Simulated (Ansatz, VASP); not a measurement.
## One calculation of Sn, two programs

```
Sn
1.0
    -1.90312    1.90312    1.90312
     1.90312   -1.90312    1.90312
     1.90312    1.90312   -1.90312
Sn
1
Direct
  0.00000 0.00000 0.00000
```

Alike in both runs: task single point; functional PBE; k mesh 15 × 15 × 15; occupations fermi-dirac, width 0.03 eV; non-collinear spin, spin-orbit coupling.

```csv
,VASP,Ansatz
version,VASP 6.6.1,Ansatz 0.2.0
potentials or method,"VASP PAW PBE potentials, release 64 (Sn_d), cutoff 520 eV",all-electron LAPW
```

```tsv
	VASP	Ansatz	Ansatz less VASP
pressure (GPa)	0.0	0.0	+0.04
net moment per atom (μB)	0.00	0.00	0.000
```

Ansatz ran all-electron here, and VASP with PAW potentials.
